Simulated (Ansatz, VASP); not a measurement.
# MgCd3O in VASP and in Ansatz

```xyz
5
Lattice="4.6156 0.0000 0.0000 0.0000 4.6156 0.0000 0.0000 0.0000 6.8085" Properties=species:S:1:pos:R:3 pbc="T T T"
Mg    2.3078    2.3078    4.4779
Cd    2.3078    0.0000   -0.3242
Cd    0.0000    2.3078   -0.3242
Cd    2.3078    2.3078    1.6639
O     0.0000    0.0000    6.5355
```

Alike in both runs: functional PBE; k mesh 4 × 4 × 4; occupations gaussian, width 0.1 eV; no spin polarisation.

Ansatz relaxed the structure, and its values are those at the end. VASP's run is a single point on that final structure, the one shown.

```csv
,VASP,Ansatz
version,VASP 6.6.1,Ansatz 0.2.0
potentials or method,"VASP PAW PBE potentials, release 64 (Mg, Cd, O), cutoff 600 eV","scalar-relativistic, plane waves, PAW"
valence electrons in the cell,44,76
```

```csv
,VASP,Ansatz,Ansatz less VASP
gap on the k mesh at the Fermi level (eV),none,none,-
pressure (GPa),0.3,0.2,-0.15
rms of the force components (eV/Å),0.014,0.006,-0.0078
```

A gap of «none» marks a metal or a gap that the smearing closes. VASP's potentials hold 44 valence electrons a cell and Ansatz's 76, so a difference there can come from the potentials and not from the codes.
